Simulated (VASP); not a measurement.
ZnCu2: single point with r2SCAN

Crystal: ZnCu2.

```
CELL_PARAMETERS angstrom
2.58383 0.00000 0.00000
-1.29191 2.23766 0.00000
0.00000 0.00000 6.29337
ATOMIC_POSITIONS crystal
Zn 0.00000 0.00000 0.00000
Cu 0.33333 0.66667 0.66214
Cu 0.66667 0.33333 0.33786
```

* Program: VASP 6.6.1
* Task: single point
* Functional: r2SCAN
* Potentials or basis: VASP PAW PBE potentials, release 64 (Zn, Cu)
* Cutoff: 660 eV
* k mesh: 6 × 6 × 2, shifted
* Occupations: methfessel-paxton, width 0.1 eV
* Spin: no spin polarisation

```yaml
Pressure: 0.7 GPa
Largest_force: 0.010 eV/Å
Band_gap_on_the_k_mesh: zero (bands 17 and 18 overlap by 3.60 eV)
```

Forces in eV/Å, atoms in the order of the input:
```
Zn   0.000  0.000  0.000
Cu   0.000  0.000  0.010
Cu   0.000  0.000 -0.009
```

Stress tensor (GPa, compression positive):
```
 1.07  0.00  0.00
 0.00  1.07  0.00
 0.00  0.00 -0.15
```

Levels at points of the mesh, in eV from the Fermi level:
| k point | band 15 | band 16 | band 17 | band 18 | band 19 | band 20 |
| --- | --- | --- | --- | --- | --- | --- |
| (0.08, 0.08, 0.25) | -2.57 | -2.47 | -2.14 | -1.20 | 4.76 | 12.30 |

Run time: 6.1 min on 1 thread of Intel(R) Xeon(R) Platinum 8488C (Sapphire Rapids), with other jobs on the host, peak memory 0.26 GiB.

Caveat: the k points lie up to 0.50 Å⁻¹ apart, too coarse for converged energies and pressures of a metal; the PAW data sets were made with another functional, which shifts forces and pressure a little.
